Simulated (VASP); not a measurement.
Set up this calculation in VASP 6.6.1, as the native input.

```yaml
Task: single point
Functional: PBEsol
Dispersion: D3(BJ)
Potentials_or_basis: VASP PAW PBE potentials, release 64 (Bi_d)
Cutoff: 520 eV
k_mesh: 16 × 16 × 16
Occupations: gaussian, width 0.15 eV
Spin: no spin polarisation
Dipole_correction: no
Further_INCAR_settings: ALGO = Fast; EDIFF = 1e-06; NBANDS = 14
```

The structure of Bi lies in POSCAR:

```
Bi
1.0
   -1.7603396420      1.9527264881      2.0585392535
    1.7603396420     -1.9527264881      2.0585392535
    1.7603396420      1.9527264881     -2.0585392535
Bi
1
Direct
    0.0000000000      0.0000000000      0.0000000000
```

This cell differs from its parent crystal: strain +e along x and -e along y -0.0500, strain +e along z and -e/2 along x and y +0.0700.

One way to write it, as run:

INCAR

```
PREC = Accurate
ENCUT = 520
EDIFF = 1E-6
ISMEAR = 0
SIGMA = 0.15
LREAL = False
LASPH = True
NELM = 100
ALGO = Fast
ISIF = 2
LWAVE = False
LCHARG = False
GGA = PS
IVDW = 12
NBANDS = 14
```

KPOINTS

```
regular mesh
0
Gamma
  16 16 16
```

Potentials or basis: VASP PAW PBE potentials, release 64 (Bi_d).

The run is started by

```bash
$ cat potpaw_PBE.64/Bi_d/POTCAR > POTCAR
$ mpirun -np 1 vasp_std > vasp.out
```

Results of the run:

| Quantity | Value |
| --- | --- |
| Pressure | 0.9 GPa |
| Band gap on the k mesh | zero (an odd number of electrons rules out a gap without spin polarisation) |
| Dispersion energy per atom | -0.578 eV |

Caveat: the cell differs from its parent crystal (strain +e along x and -e along y -0.0500, strain +e along z and -e/2 along x and y +0.0700); the PAW data sets were made with another functional, which shifts forces and pressure a little; spin-orbit coupling is left out, which moves the levels of the heavy elements.

Run time: 2.4 min on 1 thread of AMD EPYC 9R45 96-Core Processor (Zen 5) (shared host), peak memory 0.31 GiB.
